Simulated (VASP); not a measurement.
# Cu16CO in VASP: a series of runs

Cu16CO is run at these levels: PBE; tasks: relaxation of the atoms, single point.

Everything below comes from runs of VASP 6.6.1. Logs are shortened: lines on timing, memory, paths and dates and some standing lists are left out, and cuts for length are marked.

### Step 1. The cell of the first run

The cell holds a slab with vacuum, 18 atoms: a = 5.142 Å, b = 5.142 Å, c = 26.447 Å, α = 90.00°, β = 90.00°, γ = 120.00°.

### Step 2. Relaxation of the atoms, PBE

File INCAR:

```
SYSTEM = Cu16CO
  ALGO = Normal
  DIPOL = 0.5 0.5 0.465
  EDIFF = 1E-6
  EDIFFG = -0.03
  ENCUT = 450
  GGA = PE
  IBRION = 2
  IDIPOL = 3
  ISIF = 2
  ISMEAR = 1
  KPAR = 4
  LASPH = .TRUE.
  LCHARG = .FALSE.
  LDIPOL = .TRUE.
  LREAL = Auto
  LWAVE = .FALSE.
  NELM = 80
  NSW = 90
  PREC = Normal
  SIGMA = 0.1
```

File KPOINTS:

```
k-points
0
G
  6 6 1
  0 0 0
```

File POSCAR:

```
Cu16CO
1.0
    5.1416817000      0.0000000000      0.0000000000
   -2.5708408500      4.4528269700      0.0000000000
    0.0000000000      0.0000000000     26.4472483000
Cu C O
16 1 1
Selective dynamics
Direct
    0.3333333300      0.1666666700      0.3213944900  F F F
    0.3333333300      0.6666666700      0.3213944900  F F F
    0.8333333300      0.1666666700      0.3213944900  F F F
    0.8333333300      0.6666666700      0.3213944900  F F F
    0.6666666700      0.3333333300      0.4007631600  F F F
    0.6666666700      0.8333333300      0.4007631600  F F F
    0.1666666700      0.3333333300      0.4007631600  F F F
    0.1666666700      0.8333333300      0.4007631600  F F F
    0.0000000000      0.5000000000      0.4801318200  T T T
    0.0000000000      0.0000000000      0.4801318200  T T T
    0.5000000000      0.5000000000      0.4801318200  T T T
    0.5000000000      0.0000000000      0.4801318200  T T T
    0.3333333300      0.6666666700      0.5595004900  T T T
    0.3333333300      0.1666666700      0.5595004900  T T T
    0.8333333300      0.6666666700      0.5595004900  T T T
    0.8333333300      0.1666666700      0.5595004900  T T T
    0.3333333300      0.6666666700      0.6404162800  T T T
    0.3333333300      0.6666666700      0.6838990600  T T T
```

Potentials or basis: VASP PAW PBE potentials, release 64 (Cu, C, O).

Launch:

```
$ cat potpaw_PBE.64/Cu/POTCAR potpaw_PBE.64/C/POTCAR potpaw_PBE.64/O/POTCAR > POTCAR
$ mpirun -np 4 vasp_std > vasp.out
```

OUTCAR:

```text
SYSTEM = Cu16CO
   EDIFF = 1E-6
   EDIFFG = -0.03
   ENCUT = 450
   GGA = PE
   IBRION = 2
   ISIF = 2
   ISMEAR = 1
   LASPH = .TRUE.
   LREAL = Auto
   NELM = 80
   NSW = 90
   PREC = Normal

 ion  position               nearest neighbor table
   1  0.333  0.167  0.321-   2 2.57   4 2.57   2 2.57   4 2.57   3 2.57   3 2.57   7 2.57   8 2.57
                             5 2.57
   2  0.333  0.667  0.321-   1 2.57   3 2.57   1 2.57   3 2.57   4 2.57   4 2.57   8 2.57   7 2.57
                             6 2.57
   3  0.833  0.167  0.321-   2 2.57   4 2.57   4 2.57   2 2.57   1 2.57   1 2.57   5 2.57   6 2.57
                             7 2.57
   4  0.833  0.667  0.321-   1 2.57   3 2.57   3 2.57   1 2.57   2 2.57   2 2.57   6 2.57   5 2.57
                             8 2.57
   5  0.667  0.333  0.401-  12 2.57   9 2.57  11 2.57   8 2.57   6 2.57   6 2.57   8 2.57   7 2.57
                             7 2.57   3 2.57   4 2.57   1 2.57
   6  0.667  0.833  0.401-  11 2.57  10 2.57  12 2.57   7 2.57   5 2.57   5 2.57   7 2.57   8 2.57
                             8 2.57   4 2.57   3 2.57   2 2.57
   7  0.167  0.333  0.401-  10 2.57  11 2.57   9 2.57   8 2.57   6 2.57   8 2.57   6 2.57   5 2.57
                             5 2.57   1 2.57   2 2.57   3 2.57
   8  0.167  0.833  0.401-   9 2.57  12 2.57  10 2.57   7 2.57   5 2.57   7 2.57   5 2.57   6 2.57
                             6 2.57   2 2.57   1 2.57   4 2.57
   9  0.000  0.500  0.480-   8 2.57   5 2.57   7 2.57  10 2.57  12 2.57  10 2.57  12 2.57  11 2.57
                            11 2.57  16 2.57  13 2.57  15 2.57
  10  0.000  0.000  0.480-   7 2.57   6 2.57   8 2.57   9 2.57  11 2.57   9 2.57  11 2.57  12 2.57
                            12 2.57  15 2.57  14 2.57  16 2.57
  11  0.500  0.500  0.480-   6 2.57   7 2.57   5 2.57  10 2.57  12 2.57  12 2.57  10 2.57   9 2.57
                             9 2.57  14 2.57  15 2.57  13 2.57
  12  0.500  0.000  0.480-   5 2.57   8 2.57   6 2.57   9 2.57  11 2.57  11 2.57   9 2.57  10 2.57
                            10 2.57  13 2.57  16 2.57  14 2.57
  13  0.333  0.667  0.560-  17 2.14  16 2.57  14 2.57  14 2.57  16 2.57  15 2.57  15 2.57  12 2.57
                             9 2.57  11 2.57
  14  0.333  0.167  0.560-  13 2.57  15 2.57  13 2.57  15 2.57  16 2.57  16 2.57  11 2.57  10 2.57
                            12 2.57
  15  0.833  0.667  0.560-  14 2.57  16 2.57  16 2.57  14 2.57  13 2.57  13 2.57  10 2.57  11 2.57
                             9 2.57
  16  0.833  0.167  0.560-  13 2.57  15 2.57  15 2.57  13 2.57  14 2.57  14 2.57   9 2.57  12 2.57
                            10 2.57
  17  0.333  0.667  0.640-  18 1.15  13 2.14
  18  0.333  0.667  0.684-  17 1.15

  LATTYP: Found a hexagonal cell.
 ALAT       =     5.1416817000
 C/A-ratio  =     5.1436961374

  Lattice vectors:

 A1 = (   5.1416817000,   0.0000000000,   0.0000000000)
 A2 = (  -2.5708408500,   4.4528269700,   0.0000000000)
[... 211 lines left out ...]
  --------------------------------------------------------------------------------------
  -------------------------------------------------------------------------------------
  Total       -4.4955082     -4.4955082     -6.5843436      0.0000000      0.0000000      0.0000000
  in kB      -11.8950940    -11.8950940    -17.4221428      0.0000000      0.0000000      0.0000000
  external PRESSURE =     -13.7374436 kB  Pullay stress =       0.0000000 kB
[... 41 lines left out ...]
 number of electron     186.0000139 magnetization

------------------------ aborting loop because EDIFF is reached ----------------------------------------

 vacuum level on the upper side and lower side of the slab       (xc-potential included)         0.073        -0.278

  FORCE on cell =-STRESS in cart. coord.  units (eV):
  Direction    XX          YY          ZZ          XY          YZ          ZX
  --------------------------------------------------------------------------------------
  -------------------------------------------------------------------------------------
  Total       -4.5694909     -4.5694909    -14.4368308     -0.0000000      0.0000000      0.0000000
  in kB      -12.0908519    -12.0908519    -38.1997877     -0.0000000      0.0000000      0.0000000
  external PRESSURE =     -20.7938305 kB  Pullay stress =       0.0000000 kB
[... 85 lines left out ...]
  FREE ENERGIE OF THE ION-ELECTRON SYSTEM (eV)
  ---------------------------------------------------
  free  energy   TOTEN  =       -71.2103683983 eV

  energy  without entropy=      -71.2134919130  energy(sigma->0) =      -71.21140957

 dipolmoment           0.000000      0.000000      0.000668 electrons x Angstroem

[... ionic steps 4 to 55 ...]

--------------------------------------- Ionic step       56  -------------------------------------------

 number of electron     186.0000142 magnetization

------------------------ aborting loop because EDIFF is reached ----------------------------------------
[... 99 lines left out ...]
--------------------------------------- Ionic step       58  -------------------------------------------

 number of electron     186.0000142 magnetization

 dipolmoment           0.000000      0.000000     -0.004517 electrons x Angstroem

 Free energy of the ion-electron system (eV)
  ---------------------------------------------------
  ext. energy  EPLUGINS =         0.00000000
  ---------------------------------------------------
  free energy    TOTEN  =       -71.46540487 eV

  energy without entropy =      -71.46964535  energy(sigma->0) =      -71.46681836

 E-fermi :  -0.6144     XC(G=0):  -5.0831

 val. band max:       -0.6396641193   @ k =   0.1667   0.1667   0.0000
 cond. band min:      -0.3327121007   @ k =   0.3333   0.1667   0.0000
 fundamental gap:      0.3069520186
 Fermi energy:        -0.6143888607

 k-point     1 :       0.0000    0.0000    0.0000
  band No.  band energies     occupation
      1     -25.0921      2.00000
      2     -10.6079      2.00000
      3      -9.3792      2.00000
      4      -8.3984      2.00000
      5      -7.7701      2.00000
      6      -7.7701      2.00000
[... 745 lines left out ...]
    104       3.4135      0.00000
    105       3.8571      0.00000
 [bands above 105 left out]

------------------------ aborting loop because EDIFF is reached ----------------------------------------

 vacuum level on the upper side and lower side of the slab       (xc-potential included)        -0.162        -0.125

  FORCE on cell =-STRESS in cart. coord.  units (eV):
  Direction    XX          YY          ZZ          XY          YZ          ZX
  --------------------------------------------------------------------------------------
  -------------------------------------------------------------------------------------
  Total       -3.6456855     -3.6456855     -1.7320106      0.0000000     -0.0000000      0.0000000
  in kB       -9.6464670     -9.6464670     -4.5828920      0.0000000     -0.0000000      0.0000000
  external PRESSURE =      -7.9586086 kB  Pullay stress =       0.0000000 kB
[... 33 lines left out ...]
  FREE ENERGIE OF THE ION-ELECTRON SYSTEM (eV)
  ---------------------------------------------------
  free  energy   TOTEN  =       -71.4654048680 eV

  energy  without entropy=      -71.4696453529  energy(sigma->0) =      -71.46681836

 reached required accuracy - stopping structural energy minimisation

 vacuum level on the upper side and lower side of the slab         4.040         4.078
```

Run time: 83 min. Hardware: 4 MPI ranks of AMD EPYC 7R13 (Zen 3), shared host; peak memory 0.51 GiB.

Results:

- Free energy: -71.4654 eV
- Energy gained by relaxing: 15.6 meV/atom
- Ionic steps: 58
- Band gap on the k mesh: zero (bands 93 and 94 overlap by 0.68 eV)

Step by step:
```csv
step,energy change (eV),largest force on free atoms (eV/Å),pressure (GPa)
1,0.0000,1.3830,-1.37
3,-0.0254,2.0002,-1.63
5,-0.2066,1.7583,-1.53
7,-0.2246,1.7012,-1.48
9,-0.1571,4.7875,-0.80
11,-0.2435,0.1943,-1.25
13,-0.2502,0.1065,-1.24
15,-0.2581,0.3071,-1.14
17,-0.2619,0.7221,-0.99
19,-0.2645,0.3744,-0.98
21,-0.2654,0.2935,-0.96
23,-0.2662,0.2670,-0.97
25,-0.2686,0.2650,-1.01
27,-0.2692,0.5004,-1.04
29,-0.2704,0.2837,-1.02
31,-0.2707,0.1436,-1.01
33,-0.2710,0.1355,-1.00
35,-0.2723,0.1082,-1.00
37,-0.2745,0.2187,-0.98
39,-0.2748,0.1944,-0.94
41,-0.2767,0.0844,-0.91
43,-0.2781,0.1758,-0.86
45,-0.2785,0.1651,-0.81
47,-0.2796,0.1150,-0.77
49,-0.2797,0.1722,-0.79
51,-0.2800,0.0911,-0.79
53,-0.2804,0.0471,-0.80
55,-0.2804,0.0622,-0.80
57,-0.2804,0.0385,-0.80
58,-0.2804,0.0248,-0.80
```

Final structure:
```xyz
18
Lattice="5.1417 0.0000 0.0000 -2.5708 4.4528 0.0000 0.0000 0.0000 26.4472" Properties=species:S:1:pos:R:3 pbc="T T T"
Cu    1.2854    0.7421    8.5000
Cu    0.0000    2.9686    8.5000
Cu    3.8563    0.7421    8.5000
Cu    2.5708    2.9686    8.5000
Cu    2.5708    1.4843   10.5991
Cu    1.2854    3.7107   10.5991
Cu    0.0000    1.4843   10.5991
Cu   -1.2854    3.7107   10.5991
Cu   -1.2682    2.2364   12.6738
Cu    0.0000    0.0000   12.6554
Cu    1.2682    2.2364   12.6738
Cu    0.0000    4.4329   12.6738
Cu    0.0000    2.9686   14.8568
Cu    1.2837    0.7411   14.6902
Cu    2.5708    2.9706   14.6902
Cu    3.8580    0.7411   14.6902
C     0.0000    2.9686   16.7117
O     0.0000    2.9686   17.8686
```

Caveat: the cutoff is under 1.25 times the usual one of these potentials, so pressure, stress and relaxed cells hold a basis-set (Pulay) error. With open d or f shells a metallic result of PBE can be an artefact of self-interaction; +U or a hybrid may open a gap.

### Step 3. Single point, PBE

Edit INCAR of step 2 so:

```diff
@@ -4,6 +4,5 @@
   EDIFF = 1E-6
-  EDIFFG = -0.03
   ENCUT = 450
   GGA = PE
-  IBRION = 2
+  ICORELEVEL = 1
   IDIPOL = 3
@@ -16,5 +15,7 @@
   LREAL = Auto
+  LVACPOTAV = .TRUE.
+  LVHAR = .TRUE.
   LWAVE = .FALSE.
+  NBANDS = 108
   NELM = 80
-  NSW = 90
   PREC = Normal
```

KPOINTS is that of step 2.

File POSCAR:

```
Cu16CO                                  
1.0
    5.1416817000      0.0000000000      0.0000000000
   -2.5708408500      4.4528269700      0.0000000000
    0.0000000000      0.0000000000     26.4472483000
  Cu              C               O             
    16     1     1
Selective dynamics
Direct
     0.3333333300000021    0.1666666699999979    0.3213944900000030   F   F   F
     0.3333333300000021    0.6666666699999979    0.3213944900000030   F   F   F
     0.8333333300000021    0.1666666699999979    0.3213944900000030   F   F   F
     0.8333333300000021    0.6666666699999979    0.3213944900000030   F   F   F
     0.6666666699999979    0.3333333300000021    0.4007631599999968   F   F   F
     0.6666666699999979    0.8333333300000021    0.4007631599999968   F   F   F
     0.1666666699999979    0.3333333300000021    0.4007631599999968   F   F   F
     0.1666666699999979    0.8333333300000021    0.4007631599999968   F   F   F
     0.0044670511431975    0.5022335255715989    0.4792108027313024   T   T   T
     0.0000000000000000    0.0000000000000000    0.4785137368689807   T   T   T
     0.4977664744284013    0.5022335255715989    0.4792108027313024   T   T   T
     0.4977664744284013    0.9955329488568027    0.4792108027313024   T   T   T
     0.3333333300000021    0.6666666699999979    0.5617532193418637   T   T   T
     0.3328800343210075    0.1664400221605006    0.5554523429685240   T   T   T
     0.8335599778394995    0.6671199656789930    0.5554523429685240   T   T   T
     0.8335599778394995    0.1664400221605006    0.5554523429685240   T   T   T
     0.3333333300000021    0.6666666699999979    0.6318870133234902   T   T   T
     0.3333333300000021    0.6666666699999979    0.6756321408104766   T   T   T
```

Potentials or basis: VASP PAW PBE potentials, release 64 (Cu, C, O).

Launch:

```
$ cat potpaw_PBE.64/Cu/POTCAR potpaw_PBE.64/C/POTCAR potpaw_PBE.64/O/POTCAR > POTCAR
$ mpirun -np 4 vasp_std > vasp.out
```

It took 4.8 min on 4 MPI ranks of AMD EPYC 7R13 (Zen 3), shared host; peak memory 0.46 GiB.

Results (log left out):

```
Free energy                     : -71.4654 eV
Largest force on the free atoms : 0.026 eV/Å
Band gap on the k mesh          : zero (bands 93 and 94 overlap by 0.68 eV)
```

Forces on the atoms (eV/Å):
```
Cu  -0.019 -0.011  0.060
Cu   0.000  0.000  0.116
Cu   0.019 -0.011  0.060
Cu   0.000  0.022  0.060
Cu   0.000  0.000  0.045
Cu   0.012  0.007 -0.112
Cu   0.000 -0.013 -0.112
Cu  -0.012  0.007 -0.112
Cu   0.000  0.000  0.008
Cu   0.000  0.000 -0.019
Cu   0.000  0.000  0.008
Cu   0.000  0.000  0.008
Cu   0.000  0.000 -0.007
Cu  -0.006 -0.004  0.002
Cu   0.000  0.007  0.002
Cu   0.006 -0.004  0.002
C    0.000  0.000 -0.026
O    0.000  0.000  0.018
```

Levels at points of the mesh, in eV from the Fermi level:
```csv
k point,band 91,band 92,band 93,band 94,band 95,band 96
"(0.00, 0.00, 0.00)",-0.33,-0.20,0.52,0.52,0.79,1.01
"(0.50, 0.00, 0.00)",-0.67,-0.12,-0.12,0.33,0.47,0.62
```

Core levels (eV, on the scale of the bands):
| atom | levels |
| --- | --- |
| 1 Cu | 1s -8849.0, 2s -1061.3, 2p -915.8, 3s -112.9, 3p -70.3 |
| 2 Cu | 1s -8849.0, 2s -1061.3, 2p -915.8, 3s -112.9, 3p -70.3 |
| 3 Cu | 1s -8849.0, 2s -1061.3, 2p -915.8, 3s -112.9, 3p -70.3 |
| 4 Cu | 1s -8849.0, 2s -1061.3, 2p -915.8, 3s -112.9, 3p -70.3 |
| 5 Cu | 1s -8849.3, 2s -1061.6, 2p -916.0, 3s -113.2, 3p -70.5 |
| 6 Cu | 1s -8849.3, 2s -1061.5, 2p -916.0, 3s -113.1, 3p -70.5 |

Caveat: the cutoff is under 1.25 times the usual one of these potentials, so pressure, stress and relaxed cells hold a basis-set (Pulay) error. With open d or f shells a metallic result of PBE can be an artefact of self-interaction; +U or a hybrid may open a gap.
